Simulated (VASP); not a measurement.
A run of VASP 6.6.1 is set up as follows.

File INCAR:

```
PREC = Accurate
ENCUT = 600
EDIFF = 1E-6
ISMEAR = 0
SIGMA = 0.01
LREAL = False
LASPH = True
NELM = 120
ALGO = Normal
ISIF = 2
LWAVE = False
LCHARG = False
GGA = PS
NBANDS = 11
GGA_COMPAT = False
```

File KPOINTS:

```
regular mesh
0
Gamma
  10 10 10
```

The input POSCAR:

```
C
1.0
    0.0000000000      1.7769014157      1.7769014157
    1.7769014157      0.0000000000      1.7769014157
    1.7769014157      1.7769014157      0.0000000000
C
2
Direct
    0.5000000000      0.5000000000      0.5000000000
    0.7500000000      0.7500000000      0.7500000000
```

Potentials or basis: VASP PAW PBE potentials, release 64 (C).

Command:

```console
$ cat potpaw_PBE.64/C/POTCAR > POTCAR
$ mpirun -np 1 vasp_std > vasp.out
```

Question: What does it give for the pressure?

Answer: 0.4 GPa.

Question: What does it give for the band gap on the k mesh?

Answer: 4.06 eV (least direct gap 5.57 eV).

Caveat: the PAW data sets were made with another functional, which shifts forces and pressure a little. A k mesh can miss the band edges.
